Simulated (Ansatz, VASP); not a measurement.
**Two plane-wave programs on GaP**

Contents of INCAR:

```
SYSTEM = GaP
  PREC = Accurate
  ENCUT = 520
  EDIFF = 1E-6
  ISMEAR = 0
  SIGMA = 0.05
  LREAL = .False.
  LASPH = .True.
  NELM = 100
  ALGO = Normal
  ISIF = 2
  LWAVE = .False.
  LCHARG = .True.
  GGA = PE
  LELF = .True.
  LVHAR = .True.
  NBANDS = 16
```

KPOINTS

```
Automatic mesh
0
Gamma
  8 8 8
  0 0 0
```

The input POSCAR:

```
GaP
1.0
    0.0000000000      2.6162400000      2.7252500000
    2.6162400000      0.0000000000      2.7252500000
    2.6162400000      2.6162400000      0.0000000000
Ga P
1 1
Direct
    0.0000000000      0.0000000000      0.0000000000
    0.7500000000      0.7500000000      0.7500000000
```

Input for Ansatz:

```yaml
crystal:
  lattice:
    - [0.0, 2.61624, 2.72525]
    - [2.61624, 0.0, 2.72525]
    - [2.61624, 2.61624, 0.0]
  atoms:
    - { symbol: Ga, position: [0.0, 0.0, 0.0] }
    - { symbol: P, position: [0.75, 0.75, 0.75] }
basis:
  ecutwfc: 420
kpoints:
  mp_grid: { grid: [8, 8, 8] }
hamiltonian:
  xc: pbe
scf:
  occupations: { method: gaussian, width: 0.05 }
output:
  forces: true
  stress: true
  eigenvalues: true
```

Change from the starting cell: strain -0.040 along x and y, +0.000 along z, atoms carried along.

Alike in both runs: task single point; functional PBE; k mesh 8 × 8 × 8; occupations gaussian, width 0.05 eV; no spin polarisation.

|  | VASP | Ansatz |
| --- | --- | --- |
| version | VASP 6.6.1 | Ansatz 0.2.0 |
| potentials or method | VASP PAW PBE potentials, release 64 (Ga_d, P), cutoff 520 eV | scalar-relativistic, plane waves, PAW |
| valence electrons in the cell | 18 | 18 |

|  | VASP | Ansatz | Ansatz less VASP |
| --- | --- | --- | --- |
| gap on the k mesh at the Fermi level (eV) | 1.28 | 1.28 | -0.001 |
| least direct gap on the mesh (eV) | 2.42 | 2.41 | -0.002 |
| pressure (GPa) | 10.9 | 11.0 | +0.15 |
| traceless stress, the component that is largest in VASP (GPa) | -2.16 | -2.15 | +0.009 |

With one functional, cell and mesh, what is left measures potentials, basis and numerics.
